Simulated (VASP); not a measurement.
Set up this calculation in VASP 6.6.1, as the native input.

```
Task                   : single point
Functional             : PBE
Potentials or basis    : VASP PAW PBE potentials, release 64 (Si, O)
Cutoff                 : 520 eV
k mesh                 : 6 × 6 × 4
Occupations            : gaussian, width 0.05 eV
Spin                   : no spin polarisation
Dipole correction      : no
Further INCAR settings : ALGO = Normal; EDIFF = 1e-07; NBANDS = 34
```

The structure of SiO2 lies in POSCAR:

```
SiO2
1.0
    5.3090919008      0.0000000000      0.0000000000
   -2.6545459504      4.5978084571      0.0000000000
    0.0000000000      0.0000000000      5.3612984877
Si O
3 6
Direct
    0.5000000000      0.0000000000      0.0000000000
    0.5000000000      0.5000000000      0.3333333333
    0.0000000000      0.5000000000      0.6666666667
    0.4159266453      0.2079633227      0.1666666667
    0.2079633227      0.4159266453      0.5000000000
    0.7920366773      0.2079633227      0.8333333333
    0.5840733547      0.7920366773      0.1666666667
    0.7920366773      0.5840733547      0.5000000000
    0.2079633227      0.7920366773      0.8333333333
```

This cell differs from its parent crystal: strain +0.040 along x and y, -0.040 along z.

One way to write it, as run:

INCAR

```
ALGO = Normal
EDIFF = 1E-7
ENCUT = 520
GGA = PE
ISIF = 2
ISMEAR = 0
LASPH = True
LCHARG = False
LREAL = False
LWAVE = False
NBANDS = 34
NELM = 60
PREC = Accurate
SIGMA = 0.05
```

KPOINTS

```
k-points
0
Gamma
  6 6 4
```

Potentials or basis: VASP PAW PBE potentials, release 64 (Si, O).

The run is started by

```sh
$ cat potpaw_PBE.64/Si/POTCAR potpaw_PBE.64/O/POTCAR > POTCAR
$ mpirun -np 1 vasp_std > vasp.out
```

Results of the run:

```json
{"Pressure": "-6.4 GPa", "Largest force": "0.358 eV/Å", "Band gap on the k mesh": "5.20 eV (least direct gap 5.56 eV)"}
```

Caveat: the cell differs from its parent crystal (strain +0.040 along x and y, -0.040 along z); the cell stands under tension.

Wall time 66 s on 1 thread of Intel(R) Xeon(R) Platinum 8488C (Sapphire Rapids), on a shared host, peak memory 0.25 GiB.
